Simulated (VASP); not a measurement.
# Ir in VASP: a series of runs

Runs on Ir. Level: LDA. Tasks: single point.

Everything below comes from runs of VASP 6.6.1. Logs are shortened: lines on timing, memory, paths and dates and some standing lists are left out, and cuts for length are marked.

### Step 1. The cell of the first run

The structure is monoclinic, space group C2/m (No. 12). Conventional cell: a = 4.497 Å, b = 2.695 Å, c = 2.697 Å, α = 90.00°, β = 122.27°, γ = 90.00°. Within 3.5 Å of Ir (site symmetry 2/m) lie 12 Ir at 2.62 to 2.77 Å.

### Step 2. Single point, LDA (engineering shear strain xz -0.0550, engineering shear strain yz -0.0550)

Contents of INCAR:

```
SYSTEM = Ir
PREC     = Accurate       ! precision mode
ENCUT    = 520            ! plane-wave cutoff, eV
EDIFF    = 1E-6           ! SCF threshold, eV
ISMEAR   = 0              ! smearing method
SIGMA    = 0.15           ! smearing width, eV
LREAL    = .False.        ! projectors in reciprocal space
LASPH    = .True.         ! aspherical terms in the spheres
NELM     = 60             ! most SCF steps
ALGO     = Fast           ! electronic algorithm
ISIF     = 2              ! what is computed and relaxed
LWAVE    = .False.        ! write WAVECAR
LCHARG   = .False.        ! write CHGCAR
GGA      = CA             ! functional
NBANDS   = 10             ! bands
```

Contents of KPOINTS:

```
regular mesh
0
Gamma
  20 20 20
  0 0 0
```

Contents of POSCAR:

```
Ir
1.0
   -0.0523986334      1.8530062193      1.8530062193
    1.8530062193     -0.0523986334      1.8530062193
    1.9054048527      1.9054048527     -0.1047972669
Ir
1
Direct
    0.0000000000      0.0000000000      0.0000000000
```

Potentials or basis: VASP PAW LDA potentials, release 64 (Ir).

Launch:

```sh
> cat potpaw_LDA.64/Ir/POTCAR > POTCAR
> mpirun -np 1 vasp_std > vasp.out
```

OUTCAR:

```text
SYSTEM = Ir
   PREC = Accurate
   ENCUT = 520
   EDIFF = 1E-6
   ISMEAR = 0
   LREAL = .False.
   LASPH = .True.
   NELM = 60
   ISIF = 2
   GGA = CA

 ion  position               nearest neighbor table
   1  0.000  0.000  0.000-

  LATTYP: Found a base centered monoclinic cell.
 ALAT       =     4.4965435116
 B/A-ratio  =     0.5992712797
 C/A-ratio  =     0.5997243074
 COS(beta)  =    -0.5338542620

  Lattice vectors:

 A1 = (   0.0523986334,  -1.8530062193,  -1.8530062193)
 A2 = (  -1.8530062193,   0.0523986334,  -1.8530062193)
 A3 = (   1.9054048527,   1.9054048527,  -0.1047972669)

Analysis of symmetry for initial positions (statically):
=====================================================================
 Subroutine PRICEL returns:
 Original cell was already a primitive cell.

 Routine SETGRP: Setting up the symmetry group for a
 base centered monoclinic supercell.

 Subroutine GETGRP returns: Found  4 space group operations
 (whereof  4 operations were pure point group operations)
 out of a pool of  4 trial point group operations.

The static configuration has the point symmetry C_2h.

Analysis of symmetry for dynamics (positions and initial velocities):
=====================================================================
 Subroutine PRICEL returns:
 Original cell was already a primitive cell.

 Routine SETGRP: Setting up the symmetry group for a
 base centered monoclinic supercell.

 Subroutine GETGRP returns: Found  4 space group operations
 (whereof  4 operations were pure point group operations)
 out of a pool of  4 trial point group operations.

The dynamic configuration has the point symmetry C_2h.

 Subroutine INISYM returns: Found  4 space group operations
 (whereof  4 operations are pure point group operations),
 and found     1 'primitive' translations

----------------------------------------------------------------------------------------

                                     Primitive cell

  volume of cell :      13.8145

  direct lattice vectors                    reciprocal lattice vectors
    -0.052398633  1.853006219  1.853006219    -0.255184178  0.269638669  0.262808922
     1.853006219 -0.052398633  1.853006219     0.269638669 -0.255184178  0.262808922
     1.905404853  1.905404853 -0.104797267     0.255581677  0.255581677 -0.248354431

  length of vectors
     2.621070338  2.621070338  2.696686443     0.454854379  0.454854379  0.438547501

  position of ions in fractional coordinates (direct lattice)
[... 77 lines left out ...]
   EDIFF  = 0.1E-05   stopping-criterion for ELM
   LREAL  =      F    real-space projection
   EDIFFG = 0.1E-04   stopping-criterion for IOM
   NSW    =      0    number of steps for IOM
   IBRION =     -1    ionic relax: 0-MD 1-quasi-New 2-CG
   NFREE  =      0    steps in history (QN), initial steepest desc. (CG)
   ISIF   =      2    stress and relaxation
   ISYM   =      2    0-nonsym 1-usesym 2-fastsym
   POTIM  = 0.5000    time-step for ionic-motion
   TEBEG  =    0.0;   TEEND  =   0.0 temperature during run
   PSTRESS=    0.0 pullay stress
   NELECT =       9.0000    total number of electrons
   NUPDOWN=      -1.0000    fix difference up-down
   EMIN   =  10.00;   EMAX   =-10.00  energy-range for DOS
   EFERMI =   0.00;   METHOD = LEGACY
   ISMEAR =     0;   SIGMA  =   0.15  broadening in eV -4-tet -1-fermi 0-gaus
   EFERMI_NEDOS =   21; number of points for ismear=-14 and -15
   IALGO  =     68    algorithm
   IMIX   =      4    mixing-type and parameters
     AMIX     =   0.40;   BMIX     =  1.00
     AMIX_MAG =   1.60;   BMIX_MAG =  1.00
  volume/ion in A,a.u.               =      13.81        93.22
  Fermi-wavevector in a.u.,A,eV,Ry     =   1.419202  2.681903 27.403958  2.014134
  Thomas-Fermi vector in A             =   2.540247
   LORBIT       =      0    0 simple, 1 ext, 2 COOP (PROOUT), +10 PAW based schemes
   GGA     = CA    functional components
   LHFCALC =     F    Hartree Fock is set to
   AEXX    =    0.0000 exact exchange contribution
   IVDW    =     0    specifies the selected vdW correction
   LEPSILON=     F    determine dielectric tensor
   LRPA    =     F    only Hartree local field effects (RPA)
 non-spin polarized calculation
 RMM-DIIS sequential band-by-band and
 Gauss-broadening in eV      SIGMA  =   0.15
  energy-cutoff  :      520.00
  volume of cell :       13.81
 maximum number of plane-waves:       384
   NGX =  9   NGY =  9   NGZ = 11

 number of electron       9.0000001 magnetization

 Free energy of the ion-electron system (eV)
  ---------------------------------------------------
  ext. energy  EPLUGINS =         0.00000000
  ---------------------------------------------------
  free energy    TOTEN  =       -10.25277820 eV

  energy without entropy =      -10.24322084  energy(sigma->0) =      -10.24799952

 E-fermi :  10.6785     XC(G=0): -14.2724

 val. band max:       10.6771248384   @ k =  -0.3500   0.3000   0.2500
 cond. band min:      10.6795135389   @ k =  -0.3500  -0.3500   0.1000
 fundamental gap:      0.0023887006
 Fermi energy:        10.6784599936

 k-point     1 :       0.0000    0.0000    0.0000
  band No.  band energies     occupation
      1      -0.6253      2.00000
      2       6.0501      2.00000
      3       6.5234      2.00000
      4       7.3050      2.00000
      5       9.5901      2.00000
      6       9.6084      2.00000
      7      24.9641      0.00000
      8      29.5623      0.00000
      9      30.7514      0.00000
     10      32.0815      0.00000
[... 287 lines left out ...]
 k-point    24 :      -0.3500    0.0500    0.0000
  band No.  band energies     occupation
      1       2.4474      2.00000
      2       6.2123      2.00000
      3       7.4244      2.00000
      4       7.6226      2.00000
      5      10.4374      1.97697
      6      11.4400      0.00000
      7      21.1867      0.00000
      8      25.9239      0.00000
      9      31.2203      0.00000
     10      33.6725      0.00000

 [... further k-points ...]
[... 5 lines left out ...]
  --------------------------------------------------------------------------------------
  -------------------------------------------------------------------------------------
  Total        0.4265543      0.4265543      0.6417281      0.0148366      1.4188661      1.4188661
  in kB       49.4709751     49.4709751     74.4264348      1.7207236    164.5574542    164.5574538
  external PRESSURE =      57.7894617 kB  Pullay stress =       0.0000000 kB

 VOLUME and BASIS-vectors are now :
 -----------------------------------------------------------------------------
  energy-cutoff  :      520.00
  volume of cell :       13.81
      direct lattice vectors                 reciprocal lattice vectors
    -0.052398633  1.853006219  1.853006219    -0.255184178  0.269638669  0.262808922
     1.853006219 -0.052398633  1.853006219     0.269638669 -0.255184178  0.262808922
     1.905404853  1.905404853 -0.104797267     0.255581677  0.255581677 -0.248354431

 POSITION                                       TOTAL-FORCE (eV/Angst)
 -----------------------------------------------------------------------------------
      0.00000      0.00000      0.00000        -0.000000      0.000000      0.000000
 -----------------------------------------------------------------------------------
    total drift:                                0.000000     -0.000000     -0.000000

  FREE ENERGIE OF THE ION-ELECTRON SYSTEM (eV)
  ---------------------------------------------------
  free  energy   TOTEN  =       -10.2527781994 eV

  energy  without entropy=      -10.2432208416  energy(sigma->0) =      -10.24799952
```

It took 2.2 min on 1 thread of Intel Xeon 6975P-C (Granite Rapids), shared host; peak memory 0.4 GiB.

Results:

```yaml
Free_energy: -10.2528 eV
Pressure: 5.8 GPa
Band_gap_on_the_k_mesh: zero (an odd number of electrons rules out a gap without spin polarisation)
```

Levels at points of the mesh, in eV from the Fermi level:
```csv
k point,band 1,band 2,band 3,band 4,band 5,band 6,band 7,band 8
"(0.00, 0.00, 0.00)",-11.30,-4.63,-4.16,-3.37,-1.09,-1.07,14.29,18.88
"(0.50, 0.00, 0.00)",-8.32,-4.73,-3.41,-0.71,0.52,1.35,7.67,13.94
"(0.50, 0.50, 0.00)",-8.15,-7.58,0.76,1.48,1.85,1.85,11.04,11.87
"(0.00, 0.00, 0.50)",-8.46,-4.39,-3.58,-1.25,0.63,1.05,6.75,14.37
"(0.50, 0.00, 0.50)",-8.16,-7.59,0.88,1.57,1.73,1.82,10.86,10.97
"(0.50, 0.50, 0.50)",-8.22,-4.60,-3.89,-0.10,0.93,1.45,8.49,13.44
```

Caveat: the cell differs from its parent crystal (engineering shear strain xz -0.0550, engineering shear strain yz -0.0550); the cell stands under pressure; spin-orbit coupling is left out, which moves the levels of the heavy elements.

### Step 3. Single point, LDA (engineering shear strain xz -0.1650, engineering shear strain yz -0.1100)

Contents of INCAR:

```
SYSTEM = Ir
  ALGO = Fast
  EDIFF = 1E-7
  ENCUT = 520
  GGA = CA
  ISIF = 2
  ISMEAR = 0
  LASPH = .TRUE.
  LCHARG = .FALSE.
  LREAL = .FALSE.
  LWAVE = .FALSE.
  NBANDS = 10
  NELM = 60
  PREC = Accurate
  SIGMA = 0.15
```

Contents of KPOINTS:

```
k-points
0
G
  20 20 20
  0 0 0
```

Contents of POSCAR:

```
Ir
1.0
   -0.1571959003      1.8006075858      1.8006075858
    1.7482089524     -0.1047972669      1.7482089524
    1.9054048527      1.9054048527     -0.2619931672
Ir
1
Direct
    0.0000000000      0.0000000000      0.0000000000
```

Potentials or basis: VASP PAW LDA potentials, release 64 (Ir).

Launch:

```sh
> cat potpaw_LDA.64/Ir/POTCAR > POTCAR
> mpirun -np 1 vasp_std > vasp.out
```

Wall time 7.6 min (1 thread of Intel Xeon Platinum 8259CL at 2.50GHz (Skylake/Cascade Lake), shared host); peak memory 0.65 GiB.

The run converged. Its results:

| Item | Value |
| --- | --- |
| Free energy | -9.8314 eV |
| Pressure | 24.1 GPa |
| Band gap on the k mesh | zero (an odd number of electrons rules out a gap without spin polarisation) |

Stress tensor (GPa, compression positive):
```
25.15  1.34 45.74
 1.34 11.69 28.51
45.74 28.51 35.38
```

Levels at points of the mesh, in eV from the Fermi level:
```
           k point  band 2  band 3  band 4  band 5  band 6  band 7
(0.00, 0.00, 0.00)   -5.51   -4.89   -2.34   -0.57   -0.55   13.94
(0.50, 0.00, 0.00)   -5.48   -2.14   -0.87   -0.42    1.75    7.85
(0.00, 0.50, 0.00)   -5.55   -2.35   -0.29   -0.15    1.65    8.87
(0.50, 0.50, 0.00)   -7.53    0.24    1.05    2.21    2.68   11.88
(0.00, 0.00, 0.50)   -5.07   -2.61   -1.86    0.26    1.25    5.83
(0.50, 0.00, 0.50)   -7.70    0.91    1.66    1.94    2.13    9.12
(0.00, 0.50, 0.50)   -7.68    0.53    1.46    2.09    2.26   10.12
(0.50, 0.50, 0.50)   -5.38   -3.61    0.94    1.06    2.38   10.32
```

Caveat: the cell differs from its parent crystal (engineering shear strain xz -0.1650, engineering shear strain yz -0.1100); the cell stands under pressure; spin-orbit coupling is left out, which moves the levels of the heavy elements.
